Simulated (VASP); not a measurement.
Input of a VASP 6.6.1 run:

The input INCAR:

```
PREC = Accurate ; ENCUT = 520
EDIFF = 1E-7 ; ISMEAR = -1
SIGMA = 0.05 ; LREAL = F
LASPH = T ; NELM = 60
ALGO = Normal ; ISIF = 2
LWAVE = F ; LCHARG = F
NBANDS = 11
```

KPOINTS

```
Automatic mesh
0
Gamma
  9 9 9
```

The input POSCAR:

```
Pd
1.0
   -1.5269696385      1.5269696385      1.5269696385
    1.5269696385     -1.5269696385      1.5269696385
    1.5269696385      1.5269696385     -1.5269696385
Pd
1
Direct
    0.0000000000      0.0000000000      0.0000000000
```

Potentials or basis: VASP PAW LDA potentials, release 64 (Pd).

Run with:

```sh
$ cat potpaw_LDA.64/Pd/POTCAR > POTCAR
$ mpirun -np 1 vasp_std > vasp.out
```

**Question.** Predict the pressure.

**Answer.** 0.2 GPa.

**Question.** Predict the band gap on the k mesh.

**Answer.** Zero (band 5 reaches 10.71 eV, above the bottom of band 6 at 9.19 eV).
